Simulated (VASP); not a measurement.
# SiC (P6_3mc) in VASP: a series of runs

SiC is run at these levels: r2SCAN; tasks: single point, relaxation of shape and atoms at fixed volume.

All numbers are computed with VASP 6.6.1; they aren't measurements. Logs are shortened: lines on timing, memory, paths and dates and some standing lists are left out, and cuts for length are marked.

## 1. The cell of the first run

Symmetry: P6_3mc, No. 186, hexagonal system. The conventional cell has a = 3.048 Å, b = 3.048 Å, c = 19.932 Å, α = 90.00°, β = 90.00°, γ = 120.00°. Si (site symmetry 3m) has 4 C at 1.87 Å within 2.5 Å. Si (site symmetry 3m) has 4 C at 1.87 Å within 2.5 Å. Within 2.5 Å of Si (site symmetry 3m) lie 4 C at 1.87 Å. Within 2.5 Å of Si (site symmetry 3m) lie 4 C at 1.87 Å. Within 2.5 Å of C (site symmetry 3m) lie 4 Si at 1.87 Å. C (site symmetry 3m) has 4 Si at 1.87 Å within 2.5 Å. C (site symmetry 3m) has 4 Si at 1.87 Å within 2.5 Å. C (site symmetry 3m) has 4 Si at 1.87 Å within 2.5 Å.

## 2. Single point, r2SCAN (10.02 Å³/atom)

Input file POSCAR:

```
SiC
1.0
    3.0479545697      0.0000000000      0.0000000000
   -1.5239772849      2.6396060869      0.0000000000
    0.0000000000      0.0000000000     19.9319157954
Si C
8 8
Direct
    0.3333333333      0.6666666667      0.2501112948
    0.6666666667      0.3333333333      0.7501112948
    0.3333333333      0.6666666667      0.6249902337
    0.6666666667      0.3333333333      0.1249902337
    0.0000000000      0.0000000000      0.0000908507
    0.0000000000      0.0000000000      0.5000908507
    0.3333333333      0.6666666667      0.8751787207
    0.6666666667      0.3333333333      0.3751787207
    0.3333333333      0.6666666667      0.9689207373
    0.6666666667      0.3333333333      0.4689207373
    0.0000000000      0.0000000000      0.0938594457
    0.0000000000      0.0000000000      0.5938594457
    0.3333333333      0.6666666667      0.3441239213
    0.6666666667      0.3333333333      0.8441239213
    0.3333333333      0.6666666667      0.7187247959
    0.6666666667      0.3333333333      0.2187247959
```

Input file INCAR.step1:

```
  PREC = Accurate
  ENCUT = 520
  ISMEAR = 0
  SIGMA = 0.02
  LREAL = Auto
  LASPH = T
  NELM = 80
  NBANDS = 46
  GGA = PE
  ALGO = Normal
  EDIFF = 1E-4
  LWAVE = T
  LCHARG = F
```

Input file INCAR.step2:

```
  PREC = Accurate
  ENCUT = 520
  EDIFF = 1E-6
  ISMEAR = 0
  SIGMA = 0.02
  LREAL = Auto
  LASPH = T
  NELM = 80
  ALGO = Normal
  ISIF = 2
  LWAVE = F
  LCHARG = T
  METAGGA = R2SCAN
  LMIXTAU = T
  LELF = T
  LVHAR = T
  NBANDS = 46
  ISTART = 1
```

Input file KPOINTS:

```
regular mesh
0
Gamma
  12 12 2
```

Potentials or basis: VASP PAW PBE potentials, release 64 (Si, C).

Launch:

```console
> cat potpaw_PBE.64/Si/POTCAR potpaw_PBE.64/C/POTCAR > POTCAR
> cp INCAR.step1 INCAR
> mpirun -np 1 vasp_std > vasp.out
> cp INCAR.step2 INCAR
> mpirun -np 1 vasp_std > vasp.out
```

OUTCAR:

```text
PREC = Accurate
   ENCUT = 520
   EDIFF = 1E-6
   ISMEAR = 0
   LREAL = Auto
   LASPH = T
   NELM = 80
   ISIF = 2
   METAGGA = R2SCAN
   ISTART = 1

 ion  position               nearest neighbor table
   1  0.333  0.667  0.250-  16 1.87  16 1.87  16 1.87  13 1.87   8 3.05   8 3.05   8 3.05   4 3.05
                             4 3.05   4 3.05
   2  0.667  0.333  0.750-  15 1.87  15 1.87  15 1.87  14 1.87   7 3.05   7 3.05   7 3.05   3 3.05
                             3 3.05   3 3.05
   3  0.333  0.667  0.625-  12 1.87  12 1.87  12 1.87  15 1.87   6 3.05   6 3.05   6 3.05   2 3.05
                             2 3.05   2 3.05
   4  0.667  0.333  0.125-  11 1.87  11 1.87  11 1.87  16 1.87   5 3.05   5 3.05   5 3.05   1 3.05
                             1 3.05   1 3.05
   5  0.000  0.000  0.000-   9 1.87   9 1.87   9 1.87  11 1.87   4 3.05   4 3.05   4 3.05   7 3.05
                             7 3.05   7 3.05
   6  0.000  0.000  0.500-  10 1.87  10 1.87  10 1.87  12 1.87   3 3.05   3 3.05   3 3.05   8 3.05
                             8 3.05   8 3.05
   7  0.333  0.667  0.875-  14 1.87  14 1.87  14 1.87   9 1.87   5 3.05   5 3.05   5 3.05   2 3.05
                             2 3.05   2 3.05
   8  0.667  0.333  0.375-  13 1.87  13 1.87  13 1.87  10 1.87   6 3.05   6 3.05   6 3.05   1 3.05
                             1 3.05   1 3.05
   9  0.333  0.667  0.969-   5 1.87   5 1.87   5 1.87   7 1.87
  10  0.667  0.333  0.469-   6 1.87   6 1.87   6 1.87   8 1.87
  11  0.000  0.000  0.094-   4 1.87   4 1.87   4 1.87   5 1.87
  12  0.000  0.000  0.594-   3 1.87   3 1.87   3 1.87   6 1.87
  13  0.333  0.667  0.344-   8 1.87   8 1.87   8 1.87   1 1.87
  14  0.667  0.333  0.844-   7 1.87   7 1.87   7 1.87   2 1.87
  15  0.333  0.667  0.719-   2 1.87   2 1.87   2 1.87   3 1.87
  16  0.667  0.333  0.219-   1 1.87   1 1.87   1 1.87   4 1.87

  LATTYP: Found a hexagonal cell.
 ALAT       =     3.0479545697
 C/A-ratio  =     6.5394399226

  Lattice vectors:

 A1 = (   3.0479545697,   0.0000000000,   0.0000000000)
 A2 = (  -1.5239772849,   2.6396060869,   0.0000000000)
 A3 = (   0.0000000000,   0.0000000000,  19.9319157954)

Analysis of symmetry for initial positions (statically):
=====================================================================
 Subroutine PRICEL returns:
 Original cell was already a primitive cell.

 Routine SETGRP: Setting up the symmetry group for a
 hexagonal supercell.

 Subroutine GETGRP returns: Found 12 space group operations
 (whereof  6 operations were pure point group operations)
 out of a pool of 24 trial point group operations.

The static configuration has the point symmetry C_3v.
 The point group associated with its full space group is C_6v.

[... 150 lines left out ...]
   TEBEG  =    0.0;   TEEND  =   0.0 temperature during run
   PSTRESS=    0.0 pullay stress
   NELECT =      64.0000    total number of electrons
   NUPDOWN=      -1.0000    fix difference up-down
   EMIN   =  10.00;   EMAX   =-10.00  energy-range for DOS
   EFERMI =   0.00;   METHOD = LEGACY
   ISMEAR =     0;   SIGMA  =   0.02  broadening in eV -4-tet -1-fermi 0-gaus
   EFERMI_NEDOS =   21; number of points for ismear=-14 and -15
   IALGO  =     38    algorithm
   IMIX   =      4    mixing-type and parameters
     AMIX     =   0.40;   BMIX     =  1.00
     AMIX_MAG =   1.60;   BMIX_MAG =  1.00
  volume/ion in A,a.u.               =      10.02        67.64
  Fermi-wavevector in a.u.,A,eV,Ry     =   1.205321  2.277726 19.766516  1.452798
  Thomas-Fermi vector in A             =   2.341020
   LORBIT       =      0    0 simple, 1 ext, 2 COOP (PROOUT), +10 PAW based schemes
   METAGGA = R2SCAN    functional components
   LHFCALC =     F    Hartree Fock is set to
   AEXX    =    0.0000 exact exchange contribution
   IVDW    =     0    specifies the selected vdW correction
   LEPSILON=     F    determine dielectric tensor
   LRPA    =     F    only Hartree local field effects (RPA)
 non-spin polarized calculation
 Gauss-broadening in eV      SIGMA  =   0.02
  energy-cutoff  :      520.00
  volume of cell :      160.36
 maximum number of plane-waves:      4371
 NGX is ok and might be reduce to    24
   NGX = 11   NGY = 11   NGZ = 75

 number of electron      63.9999995 magnetization

 Free energy of the ion-electron system (eV)
  ---------------------------------------------------
  ext. energy  EPLUGINS =         0.00000000
  ---------------------------------------------------
  free energy    TOTEN  =      -154.51887711 eV

  energy without entropy =     -154.51887711  energy(sigma->0) =     -154.51887711

 E-fermi :   8.4958     XC(G=0): -12.0758

 val. band max:        8.3782865699   @ k =   0.0000   0.0000   0.0000
 cond. band min:      10.5155120415   @ k =   0.5000  -0.0000   0.0000
 fundamental gap:      2.1372254716
 Fermi energy:         8.4957755401

 k-point     1 :       0.0000    0.0000    0.0000
  band No.  band energies     occupation
      1      -8.1001      2.00000
      2      -7.7962      2.00000
      3      -7.7559      2.00000
      4      -6.8409      2.00000
      5      -6.8211      2.00000
      6      -5.4204      2.00000
[... 1117 lines left out ...]
     43      15.9750      0.00000
     44      15.9750      0.00000

 [... further k-points ...]

 [bands above 44 left out]

------------------------ aborting loop because EDIFF is reached ----------------------------------------

  FORCE on cell =-STRESS in cart. coord.  units (eV):
  Direction    XX          YY          ZZ          XY          YZ          ZX
  --------------------------------------------------------------------------------------
  -------------------------------------------------------------------------------------
  Total        7.1586970      7.1586970      7.1217450     -0.0000000      0.0000000     -0.0000000
  in kB       71.5233602     71.5233602     71.1541683     -0.0000000      0.0000000     -0.0000000
  external PRESSURE =      71.4002962 kB  Pullay stress =       0.0000000 kB

 VOLUME and BASIS-vectors are now :
 -----------------------------------------------------------------------------
  energy-cutoff  :      520.00
  volume of cell :      160.36
      direct lattice vectors                 reciprocal lattice vectors
     3.047954570  0.000000000  0.000000000     0.328088880  0.189422203  0.000000000
    -1.523977285  2.639606087  0.000000000     0.000000000  0.378844406  0.000000000
     0.000000000  0.000000000 19.931915795     0.000000000  0.000000000  0.050170792

 POSITION                                       TOTAL-FORCE (eV/Angst)
 -----------------------------------------------------------------------------------
     -0.00000      1.75974      4.98520        -0.000000      0.000000      0.007800
      1.52398      0.87987     14.95116         0.000000     -0.000000      0.007800
     -0.00000      1.75974     12.45725         0.000000     -0.000000     -0.001844
      1.52398      0.87987      2.49129        -0.000000      0.000000     -0.001844
      0.00000      0.00000      0.00181        -0.000000     -0.000000      0.002063
      0.00000      0.00000      9.96777        -0.000000     -0.000000      0.002063
[... 8 lines left out ...]
     -0.00000      1.75974     14.32556         0.000000      0.000000      0.006478
      1.52398      0.87987      4.35960         0.000000     -0.000000      0.006478
 -----------------------------------------------------------------------------------
    total drift:                                0.000000      0.000000     -0.018254

  FREE ENERGIE OF THE ION-ELECTRON SYSTEM (eV)
  ---------------------------------------------------
  free  energy   TOTEN  =      -154.5188771100 eV

  energy  without entropy=     -154.5188771100  energy(sigma->0) =     -154.51887711
```

It took 12 min on 1 thread of Intel Xeon 6975P-C (Granite Rapids), shared host; peak memory 0.38 GiB.

Results:

- Free energy: -154.5189 eV
- Pressure: 7.1 GPa
- Largest force: 0.013 eV/Å
- Band gap on the k mesh: 2.14 eV (least direct gap 3.29 eV)

Forces on the atoms (eV/Å):
```
Si   0.000  0.000  0.008
Si   0.000  0.000  0.008
Si   0.000  0.000 -0.002
Si   0.000  0.000 -0.002
Si   0.000  0.000  0.002
Si   0.000  0.000  0.002
Si   0.000  0.000  0.004
Si   0.000  0.000  0.004
C    0.000  0.000  0.006
C    0.000  0.000  0.006
C    0.000  0.000 -0.012
C    0.000  0.000 -0.012
C    0.000  0.000 -0.013
C    0.000  0.000 -0.013
C    0.000  0.000  0.006
C    0.000  0.000  0.006
```

Caveat: the cell stands under pressure; the PAW data sets were made with another functional, which shifts forces and pressure a little. A k mesh can miss the band edges.

## 3. Single point, r2SCAN

This run uses another cell than the first one, of 10.33 Å³/atom.

Input file POSCAR:

```
SiC
1.0
    3.0788729897      0.0000000000      0.0000000000
   -1.5394364949      2.6663822241      0.0000000000
    0.0000000000      0.0000000000     20.1377405465
Si C
8 8
Direct
    0.3333333333      0.6666666667      0.2501063495
    0.6666666667      0.3333333333      0.7501063495
    0.3333333333      0.6666666667      0.6249944385
    0.6666666667      0.3333333333      0.1249944385
    0.0000000000      0.0000000000      0.0000963193
    0.0000000000      0.0000000000      0.5000963193
    0.3333333333      0.6666666667      0.8751875600
    0.6666666667      0.3333333333      0.3751875600
    0.3333333333      0.6666666667      0.9689192746
    0.6666666667      0.3333333333      0.4689192746
    0.0000000000      0.0000000000      0.0938567182
    0.0000000000      0.0000000000      0.5938567182
    0.3333333333      0.6666666667      0.3441259669
    0.6666666667      0.3333333333      0.8441259669
    0.3333333333      0.6666666667      0.7187133730
    0.6666666667      0.3333333333      0.2187133730
```

Input file INCAR.step1:

```
SYSTEM = SiC
ALGO = Normal
EDIFF = 1E-4
ENCUT = 520
GGA = PE
ISMEAR = 0
LASPH = .True.
LCHARG = .False.
LREAL = Auto
LWAVE = .True.
NBANDS = 46
NELM = 60
PREC = Accurate
SIGMA = 0.02
```

Input file INCAR.step2:

```
SYSTEM = SiC
ALGO = Normal
EDIFF = 1E-7
ENCUT = 520
ISIF = 2
ISMEAR = 0
ISTART = 1
LASPH = .True.
LCHARG = .False.
LMIXTAU = .True.
LREAL = Auto
LWAVE = .False.
METAGGA = R2SCAN
NBANDS = 46
NELM = 60
PREC = Accurate
SIGMA = 0.02
```

Input file KPOINTS:

```
k-points
0
Gamma
  12 12 2
  0 0 0
```

Potentials or basis: VASP PAW PBE potentials, release 64 (Si, C).

Launch:

```console
> cat potpaw_PBE.64/Si/POTCAR potpaw_PBE.64/C/POTCAR > POTCAR
> cp INCAR.step1 INCAR
> mpirun -np 1 vasp_std > vasp.out
> cp INCAR.step2 INCAR
> mpirun -np 1 vasp_std > vasp.out
```

Run time: 16 min. Hardware: 1 thread of Intel Xeon 6975P-C (Granite Rapids), shared host; peak memory 0.38 GiB.

It converged, with:

```
Free energy            : -154.6261 eV
Pressure               : -0.2 GPa
Largest force          : 0.017 eV/Å
Band gap on the k mesh : 2.14 eV (least direct gap 3.29 eV)
```

Forces in eV/Å, atoms in the order of the input:
```
Si   0.000  0.000 -0.004
Si   0.000  0.000 -0.004
Si   0.000  0.000 -0.003
Si   0.000  0.000 -0.003
Si   0.000  0.000 -0.002
Si   0.000  0.000 -0.002
Si   0.000  0.000  0.002
Si   0.000  0.000  0.002
C    0.000  0.000 -0.002
C    0.000  0.000 -0.002
C    0.000  0.000  0.003
C    0.000  0.000  0.003
C    0.000  0.000 -0.010
C    0.000  0.000 -0.010
C    0.000  0.000  0.017
C    0.000  0.000  0.017
```

Levels at points of the mesh, in eV from the valence-band top:
```tsv
k point	band 29	band 30	band 31	band 32	band 33	band 34	band 35	band 36
(0.00, 0.00, 0.00)	-0.19	-0.03	0.00	0.00	5.79	5.86	6.18	6.45
(0.50, 0.00, 0.00)	-1.61	-1.58	-1.47	-1.15	2.14	2.35	3.29	3.53
(0.00, 0.00, 0.50)	-0.06	-0.06	-0.06	-0.06	5.82	5.82	6.29	6.29
(0.50, 0.00, 0.50)	-1.69	-1.69	-1.27	-1.27	2.27	2.27	3.34	3.34
```

Caveat: the PAW data sets were made with another functional, which shifts forces and pressure a little.

## 4. Single point, r2SCAN (9.09 Å³/atom)

This run uses another cell than the first one, of 9.09 Å³/atom.

Input file POSCAR:

```
SiC
1.0
    2.9509270598      0.0000000000      0.0000000000
   -1.4754635299      2.5555777985      0.0000000000
    0.0000000000      0.0000000000     19.2912340851
Si C
8 8
Direct
    0.3333333333      0.6666666667      0.2501592649
    0.6666666667      0.3333333333      0.7501592649
    0.3333333333      0.6666666667      0.6249896029
    0.6666666667      0.3333333333      0.1249896029
    0.0000000000      0.0000000000      0.0000792619
    0.0000000000      0.0000000000      0.5000792619
    0.3333333333      0.6666666667      0.8751382045
    0.6666666667      0.3333333333      0.3751382045
    0.3333333333      0.6666666667      0.9689035262
    0.6666666667      0.3333333333      0.4689035262
    0.0000000000      0.0000000000      0.0938641299
    0.0000000000      0.0000000000      0.5938641299
    0.3333333333      0.6666666667      0.3441086345
    0.6666666667      0.3333333333      0.8441086345
    0.3333333333      0.6666666667      0.7187573753
    0.6666666667      0.3333333333      0.2187573753
```

Input file INCAR.step1:

```
SYSTEM = SiC
PREC = Accurate
ENCUT = 520
ISMEAR = 0
SIGMA = 0.02
LREAL = Auto
LASPH = .True.
NELM = 60
NBANDS = 46
GGA = PE
ALGO = Normal
EDIFF = 1E-4
LWAVE = .True.
LCHARG = .False.
```

Input file INCAR.step2:

```
SYSTEM = SiC
PREC = Accurate
ENCUT = 520
EDIFF = 1E-6
ISMEAR = 0
SIGMA = 0.02
LREAL = Auto
LASPH = .True.
NELM = 60
ALGO = Normal
ISIF = 2
LWAVE = .False.
LCHARG = .False.
METAGGA = R2SCAN
LMIXTAU = .True.
NBANDS = 46
ISTART = 1
```

Input file KPOINTS:

```
regular mesh
0
Gamma
  12 12 2
  0 0 0
```

Launch:

```console
> cat potpaw_PBE.64/Si/POTCAR potpaw_PBE.64/C/POTCAR > POTCAR
> cp INCAR.step1 INCAR
> mpirun -np 1 vasp_std > vasp.out
> cp INCAR.step2 INCAR
> mpirun -np 1 vasp_std > vasp.out
```

It took 25 min on 1 thread of AMD EPYC 7R43 (Zen 3), shared host; peak memory 0.34 GiB.

It converged, with:

| Quantity | Value |
| --- | --- |
| Free energy | -152.5712 eV |
| Pressure | 36.7 GPa |
| Largest force | 0.004 eV/Å |
| Band gap on the k mesh | 2.11 eV (least direct gap 3.28 eV) |

Forces on the atoms (eV/Å):
```
Si   0.000  0.000  0.002
Si   0.000  0.000  0.002
Si   0.000  0.000 -0.001
Si   0.000  0.000 -0.001
Si   0.000  0.000  0.003
Si   0.000  0.000  0.003
Si   0.000  0.000  0.004
Si   0.000  0.000  0.004
C    0.000  0.000  0.001
C    0.000  0.000  0.001
C    0.000  0.000 -0.001
C    0.000  0.000 -0.001
C    0.000  0.000 -0.003
C    0.000  0.000 -0.003
C    0.000  0.000 -0.003
C    0.000  0.000 -0.003
```

Levels at points of the mesh, in eV from the valence-band top:
```
           k point  band 29  band 30  band 31  band 32  band 33  band 34  band 35  band 36
(0.00, 0.00, 0.00)    -0.19    -0.02     0.00     0.00     7.03     7.08     7.46     7.69
(0.50, 0.00, 0.00)    -1.68    -1.65    -1.52    -1.17     2.11     2.37     3.48     3.66
(0.00, 0.00, 0.50)    -0.06    -0.06    -0.06    -0.06     7.05     7.05     7.55     7.55
(0.50, 0.00, 0.50)    -1.76    -1.76    -1.30    -1.30     2.26     2.26     3.51     3.51
```

Caveat: the cell stands under pressure; the PAW data sets were made with another functional, which shifts forces and pressure a little.

## 5. Single point, r2SCAN (9.40 Å³/atom)

This run uses another cell than the first one, of 9.40 Å³/atom.

Input file POSCAR:

```
SiC
1.0
    2.9839519217      0.0000000000      0.0000000000
   -1.4919759609      2.5841781679      0.0000000000
    0.0000000000      0.0000000000     19.5097649900
Si C
8 8
Direct
    0.3333333333      0.6666666667      0.2501362905
    0.6666666667      0.3333333333      0.7501362905
    0.3333333333      0.6666666667      0.6249892689
    0.6666666667      0.3333333333      0.1249892689
    0.0000000000      0.0000000000      0.0000839401
    0.0000000000      0.0000000000      0.5000839401
    0.3333333333      0.6666666667      0.8751569223
    0.6666666667      0.3333333333      0.3751569223
    0.3333333333      0.6666666667      0.9689116038
    0.6666666667      0.3333333333      0.4689116038
    0.0000000000      0.0000000000      0.0938616453
    0.0000000000      0.0000000000      0.5938616453
    0.3333333333      0.6666666667      0.3441168858
    0.6666666667      0.3333333333      0.8441168858
    0.3333333333      0.6666666667      0.7187434434
    0.6666666667      0.3333333333      0.2187434434
```

Input file INCAR.step1:

```
SYSTEM = SiC
ALGO = Normal ; EDIFF = 1E-4
ENCUT = 520 ; GGA = PE
ISMEAR = 0 ; LASPH = .True.
LCHARG = .False. ; LREAL = Auto
LWAVE = .True. ; NBANDS = 46
NELM = 100 ; PREC = Accurate
SIGMA = 0.02
```

Input file INCAR.step2:

```
SYSTEM = SiC
ALGO = Normal ; EDIFF = 1E-6
ENCUT = 520 ; ISIF = 2
ISMEAR = 0 ; ISTART = 1
LASPH = .True. ; LCHARG = .False.
LMIXTAU = .True. ; LREAL = Auto
LWAVE = .False. ; METAGGA = R2SCAN
NBANDS = 46 ; NELM = 100
PREC = Accurate ; SIGMA = 0.02
```

Input file KPOINTS:

```
k-points
0
Gamma
  12 12 2
  0 0 0
```

Launch:

```console
> cat potpaw_PBE.64/Si/POTCAR potpaw_PBE.64/C/POTCAR > POTCAR
> cp INCAR.step1 INCAR
> mpirun -np 1 vasp_std > vasp.out
> cp INCAR.step2 INCAR
> mpirun -np 1 vasp_std > vasp.out
```

Wall time 29 min (1 thread of AMD EPYC 7R43 (Zen 3), shared host); peak memory 0.34 GiB.

It converged, with:

```
Free energy            : -153.5325 eV
Pressure               : 25.5 GPa
Largest force          : 0.010 eV/Å
Band gap on the k mesh : 2.12 eV (least direct gap 3.28 eV)
```

Forces in eV/Å, atoms in the order of the input:
```
Si   0.000  0.000  0.006
Si   0.000  0.000  0.006
Si   0.000  0.000 -0.006
Si   0.000  0.000 -0.006
Si   0.000  0.000  0.000
Si   0.000  0.000  0.000
Si   0.000  0.000  0.006
Si   0.000  0.000  0.006
C    0.000  0.000 -0.002
C    0.000  0.000 -0.002
C    0.000  0.000  0.010
C    0.000  0.000  0.010
C    0.000  0.000 -0.004
C    0.000  0.000 -0.004
C    0.000  0.000 -0.010
C    0.000  0.000 -0.010
```

Stress tensor (GPa, compression positive):
```
25.50  0.00  0.00
 0.00 25.50  0.00
 0.00  0.00 25.40
```

Levels at points of the mesh, in eV from the valence-band top:
```csv
k point,band 28,band 29,band 30,band 31,band 32,band 33,band 34,band 35,band 36,band 37
"(0.00, 0.00, 0.00)",-0.19,-0.19,-0.03,0.00,0.00,6.70,6.75,7.11,7.36,7.61
"(0.50, 0.00, 0.00)",-1.91,-1.67,-1.63,-1.51,-1.16,2.12,2.36,3.43,3.63,4.57
"(0.00, 0.00, 0.50)",-0.44,-0.06,-0.06,-0.06,-0.06,6.72,6.72,7.21,7.21,7.81
"(0.50, 0.00, 0.50)",-2.11,-1.74,-1.74,-1.30,-1.30,2.26,2.26,3.47,3.47,4.95
```

Caveat: the cell stands under pressure; the PAW data sets were made with another functional, which shifts forces and pressure a little. A k mesh can miss the band edges.

(Continued in part 2 of 2.)
